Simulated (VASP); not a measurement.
B: relaxation of cell and atoms with r2SCAN

The system is B.

```xyz
4
Lattice="2.1006 0.0000 0.0000 -1.0503 1.8192 0.0000 0.0000 0.0000 6.8605" Properties=species:S:1:pos:R:3 pbc="T T T"
B     0.0000    0.0000    0.0000
B     0.0000    0.0000    3.4303
B     0.0000    1.2128    1.7151
B     1.0503    0.6064    5.1454
```

```json
{
  "Program": "VASP 6.6.1",
  "Task": "relaxation of cell and atoms",
  "Functional": "r2SCAN",
  "Potentials or basis": "VASP PAW PBE potentials, release 64 (B)",
  "Cutoff": "600 eV",
  "k mesh": "17 × 17 × 5",
  "Occupations": "fermi-dirac, width 0.1 eV",
  "Spin": "no spin polarisation",
  "Dipole correction": "no",
  "Further INCAR settings": "ALGO = Normal; EDIFF = 1e-06; IBRION = 2; EDIFFG = -0.01; NSW = 80; ISIF = 3"
}
```

- Relaxed volume: 7.84 Å³/atom
- Relaxed cell: a = 1.708 Å, b = 1.708 Å, c = 12.401 Å, α = 90.00°, β = 90.00°, γ = 120.00°
- Space group after relaxing (to 0.05 Å): P6_3/mmc (No. 194)
- Energy gained by relaxing: 760.9 meV/atom
- Ionic steps: 25
- Pressure after relaxing: 0.1 GPa
- Band gap on the k mesh: zero (band 6 reaches 9.91 eV, above the bottom of band 7 at -1.24 eV)

Step by step:
| step | energy change (eV) | largest force (eV/Å) | pressure (GPa) | volume (Å³) |
| --- | --- | --- | --- | --- |
| 1 | 0.0000 | 0.0000 | -24.66 | 26.22 |
| 2 | -0.2256 | 0.0000 | 11.23 | 22.57 |
| 3 | -0.2501 | 0.0000 | 1.04 | 23.35 |
| 4 | -0.2755 | 0.0000 | 1.55 | 23.34 |
| 5 | -0.3815 | 0.0000 | 3.41 | 23.28 |
| 6 | -0.6414 | 0.0000 | 13.28 | 23.00 |
| 7 | -0.6652 | 0.0000 | 58.32 | 21.93 |
| 8 | -0.7826 | 0.0000 | 40.38 | 22.32 |
| 9 | -0.7340 | 0.0000 | 50.23 | 22.11 |
| 10 | -0.7530 | 0.0000 | 47.51 | 22.16 |
| 11 | -0.7742 | 0.0000 | 43.79 | 22.24 |
| 12 | -0.8665 | 0.0000 | 37.56 | 22.61 |
| 13 | -1.0699 | 0.0000 | 21.07 | 23.71 |
| 14 | -1.1882 | 0.0000 | -4.15 | 26.04 |
| 15 | -1.1922 | 0.0000 | -1.06 | 25.69 |
| 16 | -1.2238 | 0.0000 | -0.98 | 25.81 |
| 17 | -1.3202 | 0.0000 | -0.88 | 26.16 |
| 18 | -1.5240 | 0.0000 | -0.24 | 26.81 |
| 19 | -2.2373 | 0.0000 | 0.16 | 27.93 |
| 20 | -2.8985 | 0.0000 | 20.08 | 29.49 |
| 21 | -2.9654 | 0.0000 | 13.43 | 29.22 |
| 22 | -3.0326 | 0.0000 | 5.13 | 30.86 |
| 23 | -3.0350 | 0.0000 | 3.28 | 31.27 |
| 24 | -3.0437 | 0.0000 | 0.24 | 31.34 |
| 25 | -3.0438 | 0.0000 | 0.09 | 31.35 |

Final structure:
```
B
1.0
     1.70842    0.00000    0.00000
    -0.85421    1.47954    0.00000
     0.00000    0.00000   12.40124
B
4
Direct
  0.00000 0.00000 0.00000
  0.00000 0.00000 0.50000
  0.33333 0.66667 0.25000
  0.66667 0.33333 0.75000
```

Levels at points of the mesh, in eV from the Fermi level:
| k point | band 5 | band 6 | band 7 | band 8 | band 9 | band 10 |
| --- | --- | --- | --- | --- | --- | --- |
| (0.00, 0.00, 0.00) | -9.88 | -8.08 | -8.07 | -5.70 | 4.30 | 8.76 |

Wall time 16 min on 1 thread of Intel(R) Xeon(R) 6975P-C (Granite Rapids) (shared host), peak memory 0.17 GiB.

Caveat: the volume moved by over 15 % at a fixed basis, so the end points are rough; the PAW data sets were made with another functional, which shifts forces and pressure a little.
